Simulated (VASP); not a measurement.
# Ge (Fd-3m) in VASP: vibrations by perturbation theory with LDA

Aim: the vibrations by perturbation theory of Ge with LDA.

Program: VASP 6.6.1. These are calculated values, not measurements. Logs are shortened: lines on timing, memory, paths and dates and some standing lists are left out, and cuts for length are marked.

## (1) The cell of the first run

Symmetry: Fd-3m, No. 227, cubic system. Conventional cell: a = 5.621 Å, b = 5.621 Å, c = 5.621 Å, α = 90.00°, β = 90.00°, γ = 90.00°. Ge (site symmetry -43m) has 4 Ge at 2.43 Å within 3.2 Å.

## (2) Vibrations by perturbation theory, LDA

INCAR reads:

```
SYSTEM = Ge
PREC = Accurate
ENCUT = 520
EDIFF = 1E-8
ISMEAR = 0
SIGMA = 0.15
LREAL = .FALSE.
LASPH = .TRUE.
NELM = 60
ALGO = Normal
ISIF = 2
LWAVE = .FALSE.
LCHARG = .FALSE.
NBANDS = 21
IBRION = 8
NSW = 1
```

KPOINTS reads:

```
Automatic mesh
0
G
  14 14 14
  0 0 0
```

POSCAR reads:

```
Ge
1.0
    0.0000000000      2.8107124513      2.8107124513
    2.8107124513      0.0000000000      2.8107124513
    2.8107124513      2.8107124513      0.0000000000
Ge
2
Direct
    0.5000000000      0.5000000000      0.5000000000
    0.7500000000      0.7500000000      0.7500000000
```

Potentials or basis: VASP PAW LDA potentials, release 64 (Ge_d).

Run with:

```sh
cat potpaw_LDA.64/Ge_d/POTCAR > POTCAR
mpirun -np 1 vasp_std > vasp.out
```

OUTCAR:

```text
SYSTEM = Ge
   PREC = Accurate
   ENCUT = 520
   EDIFF = 1E-8
   ISMEAR = 0
   LREAL = .FALSE.
   LASPH = .TRUE.
   NELM = 60
   ISIF = 2
   IBRION = 8
   NSW = 1

 ion  position               nearest neighbor table
   1  0.500  0.500  0.500-   2 2.43   2 2.43   2 2.43   2 2.43
   2  0.750  0.750  0.750-   1 2.43   1 2.43   1 2.43   1 2.43

  LATTYP: Found a face centered cubic cell.
 ALAT       =     5.6214249026

  Lattice vectors:

 A1 = (   0.0000000000,   2.8107124513,   2.8107124513)
 A2 = (   2.8107124513,   0.0000000000,   2.8107124513)
 A3 = (   2.8107124513,   2.8107124513,   0.0000000000)

Analysis of symmetry for initial positions (statically):
=====================================================================
 Subroutine PRICEL returns:
 Original cell was already a primitive cell.

 Routine SETGRP: Setting up the symmetry group for a
 face centered cubic supercell.

 Subroutine GETGRP returns: Found 48 space group operations
 (whereof 24 operations were pure point group operations)
 out of a pool of 48 trial point group operations.

The static configuration has the point symmetry T_d .
 The point group associated with its full space group is O_h .

Analysis of symmetry for dynamics (positions and initial velocities):
=====================================================================
 Subroutine PRICEL returns:
 Original cell was already a primitive cell.

 Routine SETGRP: Setting up the symmetry group for a
 face centered cubic supercell.

 Subroutine GETGRP returns: Found 48 space group operations
 (whereof 24 operations were pure point group operations)
 out of a pool of 48 trial point group operations.

The dynamic configuration has the point symmetry T_d .
 The point group associated with its full space group is O_h .

 Subroutine INISYM returns: Found 48 space group operations
 (whereof 24 operations are pure point group operations),
 and found     1 'primitive' translations

----------------------------------------------------------------------------------------

                                     Primitive cell

  volume of cell :      44.4098

  direct lattice vectors                    reciprocal lattice vectors
     0.000000000  2.810712451  2.810712451    -0.177890840  0.177890840  0.177890840
     2.810712451  0.000000000  2.810712451     0.177890840 -0.177890840  0.177890840
     2.810712451  2.810712451  0.000000000     0.177890840  0.177890840 -0.177890840

  length of vectors
     3.974947669  3.974947669  3.974947669     0.308115974  0.308115974  0.308115974

  position of ions in fractional coordinates (direct lattice)
     0.500000000  0.500000000  0.500000000
     0.750000000  0.750000000  0.750000000

  ion indices of the primitive-cell ions
   primitive index   ion index
                 1           1
                 2           2

----------------------------------------------------------------------------------------

 KPOINTS: Automatic mesh

Automatic generation of k-mesh.
 Grid dimensions read from file:
 generate k-points for:   14   14   14

 Generating k-lattice:

  Cartesian coordinates                     Fractional coordinates (reciprocal lattice)
    -0.012706489  0.012706489  0.012706489     0.071428571  0.000000000  0.000000000
     0.012706489 -0.012706489  0.012706489     0.000000000  0.071428571  0.000000000
     0.012706489  0.012706489 -0.012706489     0.000000000  0.000000000  0.071428571
[... 70 lines left out ...]
   EMIN   =  10.00;   EMAX   =-10.00  energy-range for DOS
   EFERMI =   0.00;   METHOD = LEGACY
   ISMEAR =     0;   SIGMA  =   0.15  broadening in eV -4-tet -1-fermi 0-gaus
   EFERMI_NEDOS =   21; number of points for ismear=-14 and -15
   IALGO  =     38    algorithm
   IMIX   =      4    mixing-type and parameters
     AMIX     =   0.40;   BMIX     =  1.00
     AMIX_MAG =   1.60;   BMIX_MAG =  1.00
  volume/ion in A,a.u.               =      22.20       149.85
  Fermi-wavevector in a.u.,A,eV,Ry     =   1.403787  2.652772 26.811869  1.970617
  Thomas-Fermi vector in A             =   2.526414
   LORBIT       =      0    0 simple, 1 ext, 2 COOP (PROOUT), +10 PAW based schemes
   GGA     = CA    functional components
   LHFCALC =     F    Hartree Fock is set to
   AEXX    =    0.0000 exact exchange contribution
   IVDW    =     0    specifies the selected vdW correction
   LEPSILON=     F    determine dielectric tensor
   LRPA    =     F    only Hartree local field effects (RPA)
 non-spin polarized calculation
 Gauss-broadening in eV      SIGMA  =   0.15
  energy-cutoff  :      520.00
  volume of cell :       44.41
 maximum number of plane-waves:      1243
 NGX is ok and might be reduce to    30
   NGX = 15   NGY = 15   NGZ = 15

--------------------------------------- Ionic step        1  -------------------------------------------

 number of electron      28.0000032 magnetization

 Free energy of the ion-electron system (eV)
  ---------------------------------------------------
  ext. energy  EPLUGINS =         0.00000000
  ---------------------------------------------------
  free energy    TOTEN  =       -10.39203319 eV

  energy without entropy =      -10.39145114  energy(sigma->0) =      -10.39174216

 E-fermi :   4.9588     XC(G=0): -10.3802

 val. band max:        4.9469821887   @ k =   0.0000   0.0000   0.0000
 cond. band min:       5.0393395291   @ k =   0.5000   0.0000   0.0000
 fundamental gap:      0.0923573404
 Fermi energy:         4.9588201034

 k-point     1 :       0.0000    0.0000    0.0000
  band No.  band energies     occupation
      1     -20.0542      2.00000
      2     -20.0542      2.00000
      3     -20.0541      2.00000
      4     -20.0159      2.00000
      5     -20.0159      2.00000
      6     -19.7945      2.00000
[... 565 lines left out ...]
     20      14.1660      0.00000
     21      14.7895      0.00000

 [... further k-points ...]

------------------------ aborting loop because EDIFF is reached ----------------------------------------

  FORCE on cell =-STRESS in cart. coord.  units (eV):
  Direction    XX          YY          ZZ          XY          YZ          ZX
  --------------------------------------------------------------------------------------
  -------------------------------------------------------------------------------------
  Total        0.0412931      0.0412931      0.0412931      0.0000000      0.0000000     -0.0000000
  in kB        1.4897355      1.4897355      1.4897355      0.0000000      0.0000000     -0.0000000
  external PRESSURE =       1.4897355 kB  Pullay stress =       0.0000000 kB

 VOLUME and BASIS-vectors are now :
 -----------------------------------------------------------------------------
  energy-cutoff  :      520.00
  volume of cell :       44.41
      direct lattice vectors                 reciprocal lattice vectors
     0.000000000  2.810712451  2.810712451    -0.177890840  0.177890840  0.177890840
     2.810712451  0.000000000  2.810712451     0.177890840 -0.177890840  0.177890840
     2.810712451  2.810712451  0.000000000     0.177890840  0.177890840 -0.177890840

 POSITION                                       TOTAL-FORCE (eV/Angst)
 -----------------------------------------------------------------------------------
      2.81071      2.81071      2.81071         0.000000      0.000000      0.000000
      4.21607      4.21607      4.21607        -0.000000     -0.000000     -0.000000
 -----------------------------------------------------------------------------------
    total drift:                                0.000000     -0.000000     -0.000000

  FREE ENERGIE OF THE ION-ELECTRON SYSTEM (eV)
  ---------------------------------------------------
  free  energy   TOTEN  =       -10.3920331857 eV

  energy  without entropy=      -10.3914511379  energy(sigma->0) =      -10.39174216

[... ionic steps 2 to 3 ...]

--------------------------------------- Ionic step        4  -------------------------------------------

 Free energy of the ion-electron system (eV)
  ---------------------------------------------------
  ---------------------------------------------------
  free energy    TOTEN  =        -0.19558126 eV

  energy without entropy =       -0.19558126

------------------------ aborting loop because EDIFF is reached ----------------------------------------

 INTERNAL STRAIN TENSOR  FOR ION    1  DIRECTION 1   (eV/Angst):
 -----------------------------------------------------------------------------
    -0.00839  0.00000  0.00000
     0.00000  0.00511  8.38243
     0.00000  8.38243  0.00511

 INTERNAL STRAIN TENSOR FOR ION    2 for displacements in x,y,z  (eV/Angst):
          X           Y           Z          XY          YZ          ZX
  --------------------------------------------------------------------------------
  x     0.00000    -0.00000    -0.00000     0.00000    -8.38243     0.00000
  y     0.00000     0.00000     0.00000     0.00000     0.00000    -8.38243
  z    -0.00000    -0.00000     0.00000    -8.38243     0.00000     0.00000

 SECOND DERIVATIVES (NOT SYMMETRIZED)
 ------------------------------------
               1X          1Y          1Z          2X          2Y          2Z
  1X   -11.351818    0.000000    0.000000   11.351818    0.000000    0.000000
  1Y     0.000000  -11.351818    0.000000    0.000000   11.351818    0.000000
  1Z     0.000000    0.000000  -11.351818    0.000000    0.000000   11.351818
  2X    11.351818    0.000000    0.000000  -11.351818    0.000000    0.000000
  2Y     0.000000   11.351818    0.000000    0.000000  -11.351818    0.000000
  2Z     0.000000    0.000000   11.351818    0.000000    0.000000  -11.351818

 Eigenvectors and eigenvalues of the dynamical matrix
 ----------------------------------------------------

   1 f  =    8.741787 THz    54.926267 2PiTHz  291.594625 cm-1    36.153109 meV
             X         Y         Z           dx          dy          dz
      2.810712  2.810712  2.810712     0.000000   -0.707107    0.000000
      4.216069  4.216069  4.216069     0.000000    0.707107    0.000000
[... 21 lines left out ...]
   6 f  =    0.000000 THz     0.000000 2PiTHz    0.000000 cm-1     0.000000 meV
             X         Y         Z           dx          dy          dz
      2.810712  2.810712  2.810712     0.000000    0.000000    0.707107
      4.216069  4.216069  4.216069     0.000000    0.000000    0.707107

--------------------------------------------------------------------------------------------------------

 ELASTIC MODULI CONTR FROM IONIC RELAXATION (kBar)
 Direction    XX          YY          ZZ          XY          YZ          ZX
 --------------------------------------------------------------------------------
 XX          -0.0000      0.0000      0.0000     -0.0000      0.0000      0.0000
 YY           0.0000     -0.0000     -0.0000     -0.0000     -0.0000      0.0000
 ZZ           0.0000     -0.0000     -0.0000      0.0000     -0.0000      0.0000
 XY          -0.0000     -0.0000      0.0000   -223.3087      0.0000      0.0000
 YZ           0.0000     -0.0000     -0.0000      0.0000   -223.3087      0.0000
 ZX           0.0000      0.0000      0.0000      0.0000      0.0000   -223.3087
 --------------------------------------------------------------------------------
```

It took 18 min on 1 thread of Intel Xeon 8259CL, shared host; peak memory 0.77 GiB.

Results:

```yaml
Highest_phonon_frequency_at_Γ: 292 cm⁻¹
```

Phonon frequencies in cm⁻¹ (negative: imaginary):
| q point | frequencies |
| --- | --- |
| (0.000, 0.000, 0.000) | 0 0 0 292 292 292 |
